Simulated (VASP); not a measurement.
# ZrB2W3 (P-3m1) in VASP: a series of runs

Runs on ZrB2W3. Level: PBE. Tasks: relaxation of cell and atoms, single point.

All numbers are computed with VASP 6.6.1; they aren't measurements. Logs are shortened: lines on timing, memory, paths and dates and some standing lists are left out, and cuts for length are marked.

## 1. The cell of the first run

The structure is trigonal, space group P-3m1 (No. 164). Conventional cell: a = 4.133 Å, b = 4.133 Å, c = 6.636 Å, α = 90.00°, β = 90.00°, γ = 120.00°. Zr (site symmetry -3m) has 6 B at 2.93 Å and 8 W at 3.32 to 3.37 Å within 3.9 Å. B (site symmetry 3m) has 7 W at 2.48 to 2.88 Å and 3 Zr at 2.93 Å within 3.3 Å. Within 3.4 Å of W (site symmetry 3m) lie 4 B at 2.48 to 2.56 Å and 6 W at 2.57 to 3.04 Å and 3 Zr at 3.37 Å. W (site symmetry -3m) has 6 W at 2.57 Å and 6 B at 2.88 Å and 2 Zr at 3.32 Å within 3.4 Å.

The cell was generated, and may not be a known phase.

## 2. Relaxation of cell and atoms, PBE

Input file INCAR:

```
SYSTEM = ZrB2W3
PREC = Accurate
ENCUT = 600
EDIFF = 1E-6
ISMEAR = 0
SIGMA = 0.1
LREAL = .FALSE.
LASPH = .TRUE.
NELM = 100
ALGO = Fast
ISIF = 3
LWAVE = .FALSE.
LCHARG = .FALSE.
GGA = PE
IBRION = 2
NSW = 90
EDIFFG = -0.04
```

Input file KPOINTS:

```
Automatic mesh
0
G
  6 6 4
  0 0 0
```

Input file POSCAR:

```
ZrB2W3
1.0
    4.1332828000      0.0000000000      0.0000000000
   -2.0666414000      3.5795279100      0.0000000000
    0.0000000000      0.0000000000      6.6359774200
Zr B W
1 2 3
Direct
    0.0000000000      0.0000000000      0.0000000000
    0.6666666700      0.3333333300      0.7436280300
    0.3333333300      0.6666666700      0.2563719700
    0.6666666700      0.3333333300      0.3575947000
    0.3333333300      0.6666666700      0.6424053000
    0.0000000000      0.0000000000      0.5000000000
```

Potentials or basis: VASP PAW PBE potentials, release 64 (Zr_sv, B, W_sv).

Started as:

```console
$ cat potpaw_PBE.64/Zr_sv/POTCAR potpaw_PBE.64/B/POTCAR potpaw_PBE.64/W_sv/POTCAR > POTCAR
$ mpirun -np 1 vasp_std > vasp.out
```

OUTCAR:

```text
SYSTEM = ZrB2W3
   PREC = Accurate
   ENCUT = 600
   EDIFF = 1E-6
   ISMEAR = 0
   LREAL = .FALSE.
   LASPH = .TRUE.
   NELM = 100
   ISIF = 3
   GGA = PE
   IBRION = 2
   NSW = 90
   EDIFFG = -0.04

 ion  position               nearest neighbor table
   1  0.000  0.000  0.000-   2 2.93   3 2.93   2 2.93   3 2.93   2 2.93   3 2.93   6 3.32   6 3.32
                             4 3.37   5 3.37   4 3.37   5 3.37   5 3.37   4 3.37
   2  0.667  0.333  0.744-   5 2.48   5 2.48   5 2.48   4 2.56   1 2.93   1 2.93   1 2.93
   3  0.333  0.667  0.256-   4 2.48   4 2.48   4 2.48   5 2.56   1 2.93   1 2.93   1 2.93
   4  0.667  0.333  0.358-   3 2.48   3 2.48   3 2.48   2 2.56   6 2.57   6 2.57   6 2.57   5 3.04
                             5 3.04   5 3.04   1 3.37   1 3.37   1 3.37
   5  0.333  0.667  0.642-   2 2.48   2 2.48   2 2.48   3 2.56   6 2.57   6 2.57   6 2.57   4 3.04
                             4 3.04   4 3.04   1 3.37   1 3.37   1 3.37
   6  0.000  0.000  0.500-   4 2.57   5 2.57   4 2.57   5 2.57   4 2.57   5 2.57   1 3.32   1 3.32

  LATTYP: Found a hexagonal cell.
 ALAT       =     4.1332828000
 C/A-ratio  =     1.6054980366

  Lattice vectors:

 A1 = (   4.1332828000,   0.0000000000,   0.0000000000)
 A2 = (  -2.0666414000,   3.5795279100,   0.0000000000)
 A3 = (   0.0000000000,   0.0000000000,   6.6359774200)

Analysis of symmetry for initial positions (statically):
=====================================================================
 Subroutine PRICEL returns:
 Original cell was already a primitive cell.

 Routine SETGRP: Setting up the symmetry group for a
 hexagonal supercell.

 Subroutine GETGRP returns: Found 12 space group operations
 (whereof 12 operations were pure point group operations)
 out of a pool of 24 trial point group operations.

The static configuration has the point symmetry D_3d.

Analysis of symmetry for dynamics (positions and initial velocities):
=====================================================================
 Subroutine PRICEL returns:
 Original cell was already a primitive cell.

 Routine SETGRP: Setting up the symmetry group for a
 hexagonal supercell.

 Subroutine GETGRP returns: Found 12 space group operations
 (whereof 12 operations were pure point group operations)
 out of a pool of 24 trial point group operations.

The dynamic configuration has the point symmetry D_3d.

 Subroutine INISYM returns: Found 12 space group operations
 (whereof 12 operations are pure point group operations),
 and found     1 'primitive' translations

[... 160 lines left out ...]
  Total       -6.0871466     -6.0871467    -12.8804019      0.0000000      0.0000000      0.0000000
  in kB      -99.3341485    -99.3341487   -210.1910517      0.0000000      0.0000000      0.0000000
  external PRESSURE =    -136.2864497 kB  Pullay stress =       0.0000000 kB
[... 27 lines left out ...]
--------------------------------------- Ionic step        2  -------------------------------------------

 number of electron      60.0000001 magnetization

 E-fermi :  10.9803     XC(G=0): -12.9469

 val. band max:       10.9561909676   @ k =   0.1667  -0.0000   0.2500
 cond. band min:      11.0277568692   @ k =   0.5000  -0.0000   0.5000
 fundamental gap:      0.0715659016
 Fermi energy:        10.9802525964

 k-point     1 :       0.0000    0.0000    0.0000
  band No.  band energies     occupation
      1     -63.3817      2.00000
      2     -62.9291      2.00000
      3     -62.8249      2.00000
      4     -37.8456      2.00000
      5     -28.4566      2.00000
      6     -28.4566      2.00000
[... 925 lines left out ...]
     35      14.0312      0.00000
     36      14.0683      0.00000

------------------------ aborting loop EDIFF was not reached (unconverged)  ----------------------------

  FORCE on cell =-STRESS in cart. coord.  units (eV):
  Direction    XX          YY          ZZ          XY          YZ          ZX
  --------------------------------------------------------------------------------------
  -------------------------------------------------------------------------------------
  Total       18.5120055     18.5120055     10.0997647      0.0000000      0.0000000      0.0000000
  in kB      372.5686269    372.5686277    203.2656846      0.0000000      0.0000000      0.0000000
  external PRESSURE =     316.1343131 kB  Pullay stress =       0.0000000 kB
[... 27 lines left out ...]
--------------------------------------- Ionic step        3  -------------------------------------------

 number of electron      60.0000005 magnetization

------------------------ aborting loop EDIFF was not reached (unconverged)  ----------------------------

  FORCE on cell =-STRESS in cart. coord.  units (eV):
  Direction    XX          YY          ZZ          XY          YZ          ZX
  --------------------------------------------------------------------------------------
  -------------------------------------------------------------------------------------
  Total        4.6704789      4.6704790     -3.7920469      0.0000000      0.0000000      0.0000000
  in kB       83.2163898     83.2163900    -67.5649022      0.0000000      0.0000000      0.0000000
  external PRESSURE =      32.9559592 kB  Pullay stress =       0.0000000 kB
[... 21 lines left out ...]
  FREE ENERGIE OF THE ION-ELECTRON SYSTEM (eV)
  ---------------------------------------------------
  free  energy   TOTEN  =       -56.6480794587 eV

  energy  without entropy=      -56.6287932633  energy(sigma->0) =      -56.63843636

[... ionic steps 4 to 14 ...]

--------------------------------------- Ionic step       15  -------------------------------------------

 number of electron      59.9999999 magnetization

------------------------ aborting loop because EDIFF is reached ----------------------------------------
[... 75 lines left out ...]
--------------------------------------- Ionic step       17  -------------------------------------------

 number of electron      60.0000000 magnetization

 Free energy of the ion-electron system (eV)
  ---------------------------------------------------
  ext. energy  EPLUGINS =         0.00000000
  ---------------------------------------------------
  free energy    TOTEN  =       -58.95554273 eV

  energy without entropy =      -58.92621283  energy(sigma->0) =      -58.94087778

 E-fermi :   9.7994     XC(G=0): -12.5262

 val. band max:        9.7942555855   @ k =   0.3333   0.1667   0.0000
 cond. band min:       9.7995180723   @ k =   0.1667   0.1667   0.5000
 fundamental gap:      0.0052624868
 Fermi energy:         9.7994087364

 k-point     1 :       0.0000    0.0000    0.0000
  band No.  band energies     occupation
      1     -64.4972      2.00000
      2     -64.1723      2.00000
      3     -64.1316      2.00000
      4     -39.0630      2.00000
      5     -29.2055      2.00000
      6     -29.2055      2.00000
[... 958 lines left out ...]
  FREE ENERGIE OF THE ION-ELECTRON SYSTEM (eV)
  ---------------------------------------------------
  free  energy   TOTEN  =       -58.9555427343 eV

  energy  without entropy=      -58.9262128264  energy(sigma->0) =      -58.94087778

 reached required accuracy - stopping structural energy minimisation
```

CONTCAR:

```text
ZrB2W3
   1.00000000000000
     4.1016299786083632    0.0000000000000000    0.0000000000000000
    -2.0508149893041816    3.5521157624535484    0.0000000000000000
    -0.0000000000000000   -0.0000000000000000    5.9640191375460949
  Zr              B               W
     1     2     3
Direct
     0.0000000000000000    0.0000000000000000    0.0000000000000000
     0.6666666699999979    0.3333333300000021    0.7324059386245012
     0.3333333300000021    0.6666666699999979    0.2675940613754988
     0.6666666699999979    0.3333333300000021    0.3296915029694699
     0.3333333300000021    0.6666666699999979    0.6703084970305300
     0.0000000000000000    0.0000000000000000    0.5000000000000000

  0.00000000E+00  0.00000000E+00  0.00000000E+00
  0.00000000E+00  0.00000000E+00  0.00000000E+00
  0.00000000E+00  0.00000000E+00  0.00000000E+00
  0.00000000E+00  0.00000000E+00  0.00000000E+00
  0.00000000E+00  0.00000000E+00  0.00000000E+00
  0.00000000E+00  0.00000000E+00  0.00000000E+00
```

Run time: 56 min. Hardware: 1 thread of Intel Xeon 6975P-C (Granite Rapids), shared host; peak memory 0.37 GiB.

Results:

* Free energy: -58.9555 eV
* Relaxed volume: 14.48 Å³/atom
* Relaxed cell: a = 4.102 Å, b = 4.102 Å, c = 5.964 Å, α = 90.00°, β = 90.00°, γ = 120.00°
* Space group after relaxing (to 0.1 Å): P-3m1 (No. 164)
* Energy gained by relaxing: 179.2 meV/atom
* Ionic steps: 17
* Pressure after relaxing: 0.1 GPa
* Largest force after relaxing: 0.019 eV/Å
* Band gap on the k mesh: zero (bands 30 and 31 overlap by 1.85 eV)

Forces in eV/Å, atoms in the order of the input:
```
Zr   0.000  0.000  0.000
B    0.000  0.000 -0.018
B    0.000  0.000  0.018
W    0.000  0.000 -0.019
W    0.000  0.000  0.019
W    0.000  0.000  0.000
```

Stress tensor (GPa, compression positive):
```
 0.27  0.00  0.00
 0.00  0.27  0.00
 0.00  0.00 -0.11
```

Step by step:
| step | energy change (eV) | largest force (eV/Å) | pressure (GPa) | volume (Å³) |
| --- | --- | --- | --- | --- |
| 1 | 0.0000 | 1.4344 | -13.63 | 98.18 |
| 2 | 0.2537 | 3.6851 | 31.61 | 79.61 |
| 3 | 1.2322 | 2.9752 | 3.30 | 89.92 |
| 4 | -0.5622 | 2.3103 | 4.16 | 88.51 |
| 5 | -0.2952 | 0.6985 | 1.43 | 86.60 |
| 6 | -0.7586 | 0.3628 | 0.60 | 86.24 |
| 7 | -1.0356 | 0.1430 | 0.32 | 86.19 |
| 8 | -0.9330 | 0.1443 | -0.24 | 86.43 |
| 9 | -1.0043 | 0.2520 | -0.70 | 86.60 |
| 10 | -1.0645 | 0.2838 | -0.59 | 86.54 |
| 11 | -1.0687 | 0.1528 | 1.44 | 86.07 |
| 12 | -1.0691 | 0.1836 | 0.98 | 86.18 |
| 13 | -1.0745 | 0.0838 | -0.02 | 86.82 |
| 14 | -1.0748 | 0.0468 | -0.36 | 87.04 |
| 15 | -1.0748 | 0.0485 | -0.30 | 87.01 |
| 16 | -1.0752 | 0.0526 | 0.35 | 86.83 |
| 17 | -1.0753 | 0.0186 | 0.14 | 86.89 |

Final structure:
```xyz
6
Lattice="4.1016 0.0000 0.0000 -2.0508 3.5521 0.0000 0.0000 0.0000 5.9640" Properties=species:S:1:pos:R:3 pbc="T T T"
Zr    0.0000    0.0000    0.0000
B     2.0508    1.1840    4.3681
B     0.0000    2.3681    1.5959
W     2.0508    1.1840    1.9663
W     0.0000    2.3681    3.9977
W     0.0000    0.0000    2.9820
```

Caveat: spin-orbit coupling is left out, which moves the levels of the heavy elements.

## 3. Single point, PBE

This run uses another cell than the first one, of 14.45 Å³/atom.

Input file INCAR:

```
ALGO = Fast
EDIFF = 1E-6
ENCUT = 520
GGA = PE
ISIF = 2
ISMEAR = 0
LASPH = T
LCHARG = F
LREAL = F
LWAVE = F
NBANDS = 39
NELM = 80
PREC = Accurate
SIGMA = 0.1
```

Input file KPOINTS:

```
k-points
0
Gamma
  12 12 6
```

Input file POSCAR:

```
ZrB2W3
1.0
    4.1008801862      0.0000000000      0.0000000000
   -2.0504400931      3.5514664192      0.0000000000
    0.0000000000      0.0000000000      5.9540225172
Zr B W
1 2 3
Direct
    0.0000000000      0.0000000000      0.0000000000
    0.6666666667      0.3333333333      0.7316765886
    0.3333333333      0.6666666667      0.2683234114
    0.6666666667      0.3333333333      0.3292527124
    0.3333333333      0.6666666667      0.6707472876
    0.0000000000      0.0000000000      0.5000000000
```

Potentials or basis: VASP PAW PBE potentials, release 64 (Zr_sv, B, W_sv).

Started as:

```console
$ cat potpaw_PBE.64/Zr_sv/POTCAR potpaw_PBE.64/B/POTCAR potpaw_PBE.64/W_sv/POTCAR > POTCAR
$ mpirun -np 1 vasp_std > vasp.out
```

Wall time 5.8 min (1 thread of Intel Xeon 6975P-C (Granite Rapids), shared host); peak memory 0.4 GiB.

The run converged. Its results:

| Item | Value |
| --- | --- |
| Free energy | -58.9721 eV |
| Pressure | 0.5 GPa |
| Largest force | 0.050 eV/Å |
| Band gap on the k mesh | zero (bands 30 and 31 overlap by 1.85 eV) |

Forces in eV/Å, atoms in the order of the input:
```
Zr   0.000  0.000  0.000
B    0.000  0.000  0.007
B    0.000  0.000 -0.007
W    0.000  0.000 -0.050
W    0.000  0.000  0.050
W    0.000  0.000  0.000
```

Stress tensor (GPa, compression positive):
```
0.56 0.00 0.00
0.00 0.56 0.00
0.00 0.00 0.33
```

Levels at points of the mesh, in eV from the Fermi level:
```tsv
k point	band 28	band 29	band 30	band 31	band 32	band 33
(0.00, 0.00, 0.00)	-1.20	-1.20	0.84	0.84	1.34	2.11
(0.50, 0.00, 0.00)	-1.58	-1.04	-0.17	0.35	0.36	0.51
(0.00, 0.00, 0.50)	-1.24	0.15	0.38	1.02	1.02	1.09
(0.50, 0.00, 0.50)	-2.12	-1.46	-0.30	0.09	1.25	1.29
```

Caveat: spin-orbit coupling is left out, which moves the levels of the heavy elements.

## 4. Single point, PBE, collinear spin

This run uses another cell than the first one, of 14.46 Å³/atom.

Input file INCAR:

```
SYSTEM = ZrB2W3
PREC     = Accurate       ! precision mode
ENCUT    = 520            ! plane-wave cutoff, eV
EDIFF    = 1E-7           ! SCF threshold, eV
ISMEAR   = 0              ! smearing method
SIGMA    = 0.1            ! smearing width, eV
LREAL    = .FALSE.        ! projectors in reciprocal space
LASPH    = .TRUE.         ! aspherical terms in the spheres
NELM     = 150            ! most SCF steps
ALGO     = Fast           ! electronic algorithm
ISIF     = 2              ! what is computed and relaxed
LWAVE    = .FALSE.        ! write WAVECAR
LCHARG   = .TRUE.         ! write CHGCAR
ISPIN    = 2              ! spin polarisation
MAGMOM   = 1 0 0 0 0 0    ! initial moments
LORBIT   = 11             ! projections on sites
LMAXMIX  = 4              ! l up to which the mixer works
GGA      = PE             ! functional
LELF     = .TRUE.         ! ELF
LVHAR    = .TRUE.       
NBANDS   = 43             ! bands
```

Input file KPOINTS:

```
regular mesh
0
G
  6 6 4
  0 0 0
```

Input file POSCAR:

```
ZrB2W3
1.0
    4.1012673822      0.0000000000      0.0000000000
   -2.0506336911      3.5518017407      0.0000000000
    0.0000000000      0.0000000000      5.9577681724
Zr B W
1 2 3
Direct
    0.0000000000      0.0000000000      0.0000000000
    0.6666666667      0.3333333333      0.7319107782
    0.3333333333      0.6666666667      0.2680892218
    0.6666666667      0.3333333333      0.3298213531
    0.3333333333      0.6666666667      0.6701786469
    0.0000000000      0.0000000000      0.5000000000
```

Started as:

```console
$ cat potpaw_PBE.64/Zr_sv/POTCAR potpaw_PBE.64/B/POTCAR potpaw_PBE.64/W_sv/POTCAR > POTCAR
$ mpirun -np 1 vasp_std > vasp.out
```

It took 3.2 min on 1 thread of Intel Xeon 6975P-C (Granite Rapids), shared host; peak memory 0.32 GiB.

It converged, with:

* Free energy: -58.9513 eV
* Pressure: 0.4 GPa
* Largest force: 0.053 eV/Å
* Band gap on the k mesh: zero (filled and empty bands overlap)
* Net moment: 0.00 μB per cell
* Valence electrons inside the program's atomic spheres: Zr 9.74; B 1.66; W 12.20, 12.34 (each value once)

Forces in eV/Å, atoms in the order of the input:
```
Zr   0.000  0.000  0.000
B    0.000  0.000  0.008
B    0.000  0.000 -0.008
W    0.000  0.000 -0.053
W    0.000  0.000  0.053
W    0.000  0.000  0.000
```

Stress tensor (GPa, compression positive):
```
0.48 0.00 0.00
0.00 0.48 0.00
0.00 0.00 0.24
```

Levels at points of the mesh, in eV from the Fermi level:
Spin up:
| k point | band 26 | band 27 | band 28 | band 29 | band 30 | band 31 | band 32 | band 33 | band 34 | band 35 |
| --- | --- | --- | --- | --- | --- | --- | --- | --- | --- | --- |
| (0.00, 0.00, 0.00) | -3.36 | -1.52 | -1.20 | -1.20 | 0.84 | 0.84 | 1.34 | 2.10 | 2.10 | 3.00 |
| (0.50, 0.00, 0.00) | -2.37 | -2.01 | -1.59 | -1.06 | -0.17 | 0.34 | 0.34 | 0.52 | 1.51 | 1.53 |
| (0.00, 0.00, 0.50) | -3.19 | -1.23 | -1.23 | 0.13 | 0.37 | 1.01 | 1.01 | 1.08 | 1.77 | 1.77 |
| (0.50, 0.00, 0.50) | -2.70 | -2.15 | -2.13 | -1.46 | -0.31 | 0.08 | 1.25 | 1.28 | 1.81 | 2.12 |
Spin down:
```tsv
k point	band 27	band 28	band 29	band 30	band 31	band 32	band 33	band 34
(0.00, 0.00, 0.00)	-1.52	-1.20	-1.20	0.84	0.84	1.34	2.10	2.10
(0.50, 0.00, 0.00)	-2.01	-1.59	-1.06	-0.17	0.34	0.34	0.52	1.51
(0.00, 0.00, 0.50)	-1.23	-1.23	0.13	0.37	1.01	1.01	1.08	1.77
(0.50, 0.00, 0.50)	-2.15	-2.13	-1.46	-0.31	0.08	1.25	1.28	1.81
```

Caveat: spin-orbit coupling is left out, which moves the levels of the heavy elements.

## 5. Summary

| task | spin | cell | k mesh | cutoff (eV) | gap on the mesh (eV) | pressure (GPa) | largest force (eV/Å) |
| --- | --- | --- | --- | --- | --- | --- | --- |
| relaxation of cell and atoms | off | relaxed from a = 4.133, b = 4.133, c = 6.636 Å, angles 90.0, 90.0, 120.0°, 6 atoms, atomic positions A | 6 × 6 × 4 | 600 | none | 0.1 | 0.02 |
| single point | off | a = 4.101, b = 4.101, c = 5.954 Å, angles 90.0, 90.0, 120.0°, 6 atoms, atomic positions B | 12 × 12 × 6 | 520 | none | 0.5 | 0.05 |
| single point | collinear | a = 4.101, b = 4.101, c = 5.958 Å, angles 90.0, 90.0, 120.0°, 6 atoms, atomic positions C | 6 × 6 × 4 | 520 | none | 0.4 | 0.05 |

Alike in all rows: level PBE; potentials or basis VASP PAW PBE potentials, release 64 (Zr_sv, B, W_sv); smearing gaussian 0.1 eV.

Caveats: spin-orbit coupling is left out, which moves the levels of the heavy elements.

Total energies depend on the potentials used, so only differences within one code and one set of settings carry meaning.
